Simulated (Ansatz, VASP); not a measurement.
**One calculation of AlN, two programs**

```
CELL_PARAMETERS angstrom
3.12976 0.00000 0.00000
-1.56488 2.71045 0.00000
0.00000 0.00000 5.01740
ATOMIC_POSITIONS crystal
Al 0.66667 0.33333 0.49924
Al 0.33333 0.66667 0.99924
N 0.66667 0.33333 0.88076
N 0.33333 0.66667 0.38076
```

Alike in both runs: functional PBE; k mesh 10 × 10 × 6; no spin polarisation.

Ansatz relaxed the structure, and its values are those at the end. VASP's run is a single point on that final structure, the one shown.

|  | VASP | Ansatz |
| --- | --- | --- |
| version | VASP 6.6.1 | Ansatz 0.2.0 |
| potentials or method | VASP PAW PBE potentials, release 64 (Al, N), cutoff 520 eV | plane-wave PAW DFT |
| occupations | gaussian, width 0.01 eV | fixed |
| valence electrons in the cell | 16 | 16 |

Ansatz gave:

```
pressure (GPa) : 0.0
```

**Question.** Which values does VASP return?

**Answer.** Pressure (GPa): -0.2.
